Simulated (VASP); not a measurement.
A run of VASP 6.6.1 is set up as follows.

File INCAR:

```
SYSTEM = MnS
  ALGO = Normal
  EDIFF = 1E-6
  ENCUT = 520
  GGA = PE
  ISIF = 2
  ISMEAR = 0
  ISPIN = 2
  LASPH = .True.
  LCHARG = .True.
  LELF = .True.
  LMAXMIX = 4
  LORBIT = 11
  LREAL = .False.
  LVHAR = .True.
  LWAVE = .False.
  MAGMOM = 4.5 4.5 0 0
  NBANDS = 31
  NELM = 150
  PREC = Accurate
  SIGMA = 0.1
```

Contents of KPOINTS:

```
k-points
0
Gamma
  6 6 4
  0 0 0
```

Contents of POSCAR:

```
MnS
1.0
    3.9760013000      0.0000000000      0.0000000000
   -1.9880006500      3.4433181300      0.0000000000
    0.0000000000      0.0000000000      6.4320000000
Mn S
2 2
Direct
    0.3333333300      0.6666666700      0.0000000000
    0.6666666700      0.3333333300      0.5000000000
    0.3333333300      0.6666666700      0.3850000000
    0.6666666700      0.3333333300      0.8850000000
```

Potentials or basis: VASP PAW PBE potentials, release 64 (Mn_pv, S).

The run is started by

```bash
$ cat potpaw_PBE.64/Mn_pv/POTCAR potpaw_PBE.64/S/POTCAR > POTCAR
$ mpirun -np 1 vasp_std > vasp.out
```

Problem. Predict the net moment.

Solution. 9.92 μB per cell.

Problem. What does it give for the site moments?

Solution. Mn +4.35; S +0.10 μB.

Problem. What does it give for the largest force?

Solution. 0.185 eV/Å.

Forces on the atoms (eV/Å):
```
Mn   0.000  0.000  0.185
Mn   0.000  0.000  0.185
S    0.000  0.000 -0.185
S    0.000  0.000 -0.185
```

Caveat: only a ferromagnetic start was run, and an antiferromagnetic order may lie lower in energy.
